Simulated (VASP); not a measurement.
# Li (I4_1/amd) in VASP: relaxation of cell and atoms with PBE

Aim: the relaxation of cell and atoms of Li with PBE.

Everything below comes from runs of VASP 6.6.1. Logs are shortened: lines on timing, memory, paths and dates and some standing lists are left out, and cuts for length are marked.

**1. The cell of the first run**

The structure is tetragonal, space group I4_1/amd (No. 141). The conventional cell has a = 5.352 Å, b = 5.352 Å, c = 2.920 Å, α = 90.00°, β = 90.00°, γ = 90.00°. Li (site symmetry -4m2) has 10 Li at 2.77 to 3.46 Å within 3.7 Å.

**2. Relaxation of cell and atoms, PBE**

File INCAR:

```
SYSTEM = Li
  PREC = Accurate
  ENCUT = 600
  EDIFF = 1E-6
  ISMEAR = 0
  SIGMA = 0.1
  LREAL = .FALSE.
  LASPH = .TRUE.
  NELM = 80
  ALGO = Fast
  ISIF = 3
  LWAVE = .FALSE.
  LCHARG = .FALSE.
  GGA = PE
  IBRION = 2
  NSW = 100
  EDIFFG = -0.01
```

File KPOINTS:

```
Automatic mesh
0
G
  22 22 22
  0 0 0
```

File POSCAR:

```
Li
1.0
   -2.6759517222      2.6759517222      1.4597810611
    2.6759517222     -2.6759517222      1.4597810611
    2.6759517222      2.6759517222     -1.4597810611
Li
2
Direct
    0.0000000000      0.0000000000      0.0000000000
    0.7500000000      0.2500000000      0.5000000000
```

Potentials or basis: VASP PAW PBE potentials, release 64 (Li_sv).

Started as:

```console
$ cat potpaw_PBE.64/Li_sv/POTCAR > POTCAR
$ mpirun -np 1 vasp_std > vasp.out
```

OUTCAR:

```text
SYSTEM = Li
   PREC = Accurate
   ENCUT = 600
   EDIFF = 1E-6
   ISMEAR = 0
   LREAL = .FALSE.
   LASPH = .TRUE.
   NELM = 80
   ISIF = 3
   GGA = PE
   IBRION = 2
   NSW = 100
   EDIFFG = -0.01

 ion  position               nearest neighbor table
   1  0.000  0.000  0.000-
   2  0.750  0.250  0.500-

  LATTYP: Found a body centered tetragonal cell.
 ALAT       =     5.3519034444
 C/A-ratio  =     0.5455184595

  Lattice vectors:

 A1 = (  -2.6759517222,   2.6759517222,   1.4597810611)
 A2 = (   2.6759517222,  -2.6759517222,   1.4597810611)
 A3 = (   2.6759517222,   2.6759517222,  -1.4597810611)

Analysis of symmetry for initial positions (statically):
=====================================================================
 Subroutine PRICEL returns:
 Original cell was already a primitive cell.

 Routine SETGRP: Setting up the symmetry group for a
 body centered tetragonal supercell.

 Subroutine GETGRP returns: Found 16 space group operations
 (whereof  8 operations were pure point group operations)
 out of a pool of 16 trial point group operations.

The static configuration has the point symmetry D_2d.
 The point group associated with its full space group is D_4h.

Analysis of symmetry for dynamics (positions and initial velocities):
=====================================================================
 Subroutine PRICEL returns:
 Original cell was already a primitive cell.

 Routine SETGRP: Setting up the symmetry group for a
 body centered tetragonal supercell.

 Subroutine GETGRP returns: Found 16 space group operations
 (whereof  8 operations were pure point group operations)
 out of a pool of 16 trial point group operations.

The dynamic configuration has the point symmetry D_2d.
 The point group associated with its full space group is D_4h.

 Subroutine INISYM returns: Found 16 space group operations
 (whereof  8 operations are pure point group operations),
 and found     1 'primitive' translations

----------------------------------------------------------------------------------------

                                     Primitive cell

  volume of cell :      41.8123

  direct lattice vectors                    reciprocal lattice vectors
    -2.675951722  2.675951722  1.459781061     0.000000000  0.186849410  0.342517117
     2.675951722 -2.675951722  1.459781061     0.186849410  0.000000000  0.342517117
     2.675951722  2.675951722 -1.459781061     0.186849410  0.186849410  0.000000000

  length of vectors
     4.056155321  4.056155321  4.056155321     0.390167499  0.390167499  0.264244969

  position of ions in fractional coordinates (direct lattice)
     0.000000000  0.000000000  0.000000000
     0.750000000  0.250000000  0.500000000

  ion indices of the primitive-cell ions
   primitive index   ion index
                 1           1
                 2           2

----------------------------------------------------------------------------------------

 KPOINTS: Automatic mesh

Automatic generation of k-mesh.
 Grid dimensions read from file:
 generate k-points for:   22   22   22

 Generating k-lattice:

  Cartesian coordinates                     Fractional coordinates (reciprocal lattice)
     0.000000000  0.008493155  0.015568960     0.045454545  0.000000000  0.000000000
     0.008493155  0.000000000  0.015568960     0.000000000  0.045454545  0.000000000
     0.008493155  0.008493155  0.000000000     0.000000000  0.000000000  0.045454545

  Length of vectors
     0.017734886  0.017734886  0.012011135

  Shift w.r.t. Gamma in fractional coordinates (k-lattice)
     0.000000000  0.000000000  0.000000000

 Subroutine IBZKPT returns following result:
 ===========================================

 Found    834 irreducible k-points:

 Following reciprocal coordinates:
            Coordinates               Weight
  0.000000  0.000000  0.000000      1.000000
  0.045455  0.000000 -0.000000      8.000000
  0.090909  0.000000 -0.000000      8.000000
  0.136364  0.000000  0.000000      8.000000
  0.181818 -0.000000  0.000000      8.000000
  0.227273  0.000000 -0.000000      8.000000
[... 16 lines left out ...]
  0.500000  0.045455 -0.000000     16.000000
 -0.454545  0.045455  0.000000     16.000000
 [... further k-points ...]
   k-points           NKPTS =    834   k-points in BZ     NKDIM =    834   number of bands    NBANDS=      7
   number of dos      NEDOS =    301   number of ions     NIONS =      2
   total plane-waves  NPLWV =  32768
   dimension x,y,z NGX =    32 NGY =   32 NGZ =   32
   dimension x,y,z NGXF=    64 NGYF=   64 NGZF=   64
   ions per type =               2
   NGX,Y,Z   is equivalent  to a cutoff of  13.12, 13.12, 13.12 a.u.
   NGXF,Y,Z  is equivalent  to a cutoff of  26.23, 26.23, 26.23 a.u.
 SYSTEM =  Li
   PREC   = accura    normal or accurate (medium, high low for compatibility)
   ISTART =      0    job   : 0-new  1-cont  2-samecut
   ICHARG =      2    charge: 1-file 2-atom 10-const
   ISPIN  =      1    spin polarized calculation?
   LNONCOLLINEAR =      F non collinear calculations
   LSORBIT =      F    spin-orbit coupling
   LASPH  =      T    aspherical Exc in radial PAW
   ENCUT  =  600.0 eV  44.10 Ry    6.64 a.u.   8.10  8.10  8.10*2*pi/ulx,y,z
   NELM   =     80;   NELMIN=  2; NELMDL= -5     # of ELM steps
   EDIFF  = 0.1E-05   stopping-criterion for ELM
   LREAL  =      F    real-space projection
   EDIFFG = -.1E-01   stopping-criterion for IOM
   NSW    =    100    number of steps for IOM
   IBRION =      2    ionic relax: 0-MD 1-quasi-New 2-CG
   NFREE  =      1    steps in history (QN), initial steepest desc. (CG)
   ISIF   =      3    stress and relaxation
   ISYM   =      2    0-nonsym 1-usesym 2-fastsym
   POTIM  = 0.5000    time-step for ionic-motion
   TEBEG  =    0.0;   TEEND  =   0.0 temperature during run
   PSTRESS=    0.0 pullay stress
   NELECT =       6.0000    total number of electrons
   NUPDOWN=      -1.0000    fix difference up-down
   EMIN   =  10.00;   EMAX   =-10.00  energy-range for DOS
   EFERMI =   0.00;   METHOD = LEGACY
   ISMEAR =     0;   SIGMA  =   0.10  broadening in eV -4-tet -1-fermi 0-gaus
   EFERMI_NEDOS =   21; number of points for ismear=-14 and -15
   IALGO  =     68    algorithm
   IMIX   =      4    mixing-type and parameters
     AMIX     =   0.40;   BMIX     =  1.00
     AMIX_MAG =   1.60;   BMIX_MAG =  1.00
  volume/ion in A,a.u.               =      20.91       141.08
  Fermi-wavevector in a.u.,A,eV,Ry     =   0.857085  1.619656  9.994764  0.734594
  Thomas-Fermi vector in A             =   1.974085
   LORBIT       =      0    0 simple, 1 ext, 2 COOP (PROOUT), +10 PAW based schemes
   GGA     = PE    functional components
   LHFCALC =     F    Hartree Fock is set to
   AEXX    =    0.0000 exact exchange contribution
   IVDW    =     0    specifies the selected vdW correction
   LEPSILON=     F    determine dielectric tensor
   LRPA    =     F    only Hartree local field effects (RPA)
 conjugate gradient relaxation of ions
 non-spin polarized calculation
 RMM-DIIS sequential band-by-band and
 Gauss-broadening in eV      SIGMA  =   0.10
  energy-cutoff  :      600.00
  volume of cell :       41.81
 maximum number of plane-waves:      1418
   NGX = 17   NGY = 17   NGZ = 17

--------------------------------------- Ionic step        1  -------------------------------------------

 number of electron       5.9999994 magnetization

 Free energy of the ion-electron system (eV)
  ---------------------------------------------------
  ext. energy  EPLUGINS =         0.00000000
  ---------------------------------------------------
  free energy    TOTEN  =        -3.66572176 eV

  energy without entropy =       -3.66090161  energy(sigma->0) =       -3.66331168

------------------------ aborting loop because EDIFF is reached ----------------------------------------

  FORCE on cell =-STRESS in cart. coord.  units (eV):
  Direction    XX          YY          ZZ          XY          YZ          ZX
  --------------------------------------------------------------------------------------
  -------------------------------------------------------------------------------------
  Total       -0.1052171     -0.1052171     -0.1634131      0.0000000     -0.0000000      0.0000000
  in kB       -4.0317394     -4.0317394     -6.2617130      0.0000000     -0.0000000      0.0000000
  external PRESSURE =      -4.7750639 kB  Pullay stress =       0.0000000 kB
[... 93 lines left out ...]
  energy  without entropy=       -3.6636275087  energy(sigma->0) =       -3.66599961

--------------------------------------- Ionic step        4  -------------------------------------------

 number of electron       6.0000008 magnetization

 Free energy of the ion-electron system (eV)
  ---------------------------------------------------
  ext. energy  EPLUGINS =         0.00000000
  ---------------------------------------------------
  free energy    TOTEN  =        -3.66837762 eV

  energy without entropy =       -3.66364635  energy(sigma->0) =       -3.66601198

 E-fermi :   0.6142     XC(G=0):  -7.0751

 val. band max:        0.6133849971   @ k =  -0.3182   0.4091   0.0909
 cond. band min:       0.6158729411   @ k =  -0.3182  -0.4545   0.3182
 fundamental gap:      0.0024879440
 Fermi energy:         0.6142130586

 k-point     1 :       0.0000    0.0000    0.0000
  band No.  band energies     occupation
      1     -46.0174      2.00000
      2     -45.9750      2.00000
      3      -2.8961      2.00000
      4       4.3363      0.00000
      5       4.3363      0.00000
      6       6.8148      0.00000
      7       9.4462      0.00000
[... 221 lines left out ...]
 k-point    24 :      -0.4545    0.0455    0.0000
  band No.  band energies     occupation
      1     -45.9941      2.00000
      2     -45.9750      2.00000
      3       0.1082      2.00000
      4       3.4502      0.00000
      5       4.4839      0.00000
      6       5.4933      0.00000
      7       7.7156      0.00000

 [... further k-points ...]

------------------------ aborting loop because EDIFF is reached ----------------------------------------

  FORCE on cell =-STRESS in cart. coord.  units (eV):
  Direction    XX          YY          ZZ          XY          YZ          ZX
  --------------------------------------------------------------------------------------
  -------------------------------------------------------------------------------------
  Total        0.0062812      0.0062812      0.0165754      0.0000000      0.0000000      0.0000000
  in kB        0.2515146      0.2515146      0.6637165      0.0000000      0.0000000      0.0000000
  external PRESSURE =       0.3889152 kB  Pullay stress =       0.0000000 kB
[... 17 lines left out ...]
  FREE ENERGIE OF THE ION-ELECTRON SYSTEM (eV)
  ---------------------------------------------------
  free  energy   TOTEN  =        -3.6683776158 eV

  energy  without entropy=       -3.6636463488  energy(sigma->0) =       -3.66601198

 reached required accuracy - stopping structural energy minimisation
```

Wall time 6.2 min (1 thread of Intel Xeon Platinum 8375C at 2.90GHz (Ice Lake), shared host); peak memory 0.37 GiB.

Results:

| Property | Result |
| --- | --- |
| Free energy | -3.6684 eV |
| Relaxed volume | 20.01 Å³/atom |
| Relaxed cell | a = 4.003 Å, b = 4.003 Å, c = 4.003 Å, α = 97.35°, β = 97.35°, γ = 138.08° |
| Space group after relaxing (to 0.1 Å) | I4_1/amd (No. 141) |
| Energy gained by relaxing | 1.3 meV/atom |
| Ionic steps | 4 |
| Pressure after relaxing | 0.0 GPa |
| Band gap on the k mesh | zero (bands 3 and 4 overlap by 2.92 eV) |

Step by step:
```tsv
step	energy change (eV)	largest force (eV/Å)	pressure (GPa)	volume (Å³)
1	0.0000	0.0000	-0.48	41.81
2	-0.0011	0.0000	-0.38	41.44
3	-0.0026	0.0000	-0.09	40.32
4	-0.0027	0.0000	0.04	40.01
```

Final structure:
```
Li
1.0
    -2.64306    2.64306    1.43191
     2.64306   -2.64306    1.43191
     2.64306    2.64306   -1.43191
Li
2
Direct
  0.00000 0.00000 0.00000
  0.75000 0.25000 0.50000
```

Levels at points of the mesh, in eV from the Fermi level:
| k point | band 1 | band 2 | band 3 | band 4 | band 5 | band 6 |
| --- | --- | --- | --- | --- | --- | --- |
| (0.00, 0.00, 0.00) | -46.63 | -46.59 | -3.51 | 3.72 | 3.72 | 6.20 |
| (0.50, 0.00, 0.00) | -46.61 | -46.59 | 0.16 | 2.05 | 4.53 | 4.86 |
| (0.50, 0.50, 0.00) | -46.61 | -46.61 | -1.49 | -1.49 | 6.32 | 6.32 |
| (0.50, 0.50, 0.50) | -46.61 | -46.61 | -0.49 | -0.49 | 2.36 | 2.36 |

Caveat: the cutoff is under 1.25 times the usual one of these potentials, so pressure, stress and relaxed cells hold a basis-set (Pulay) error.
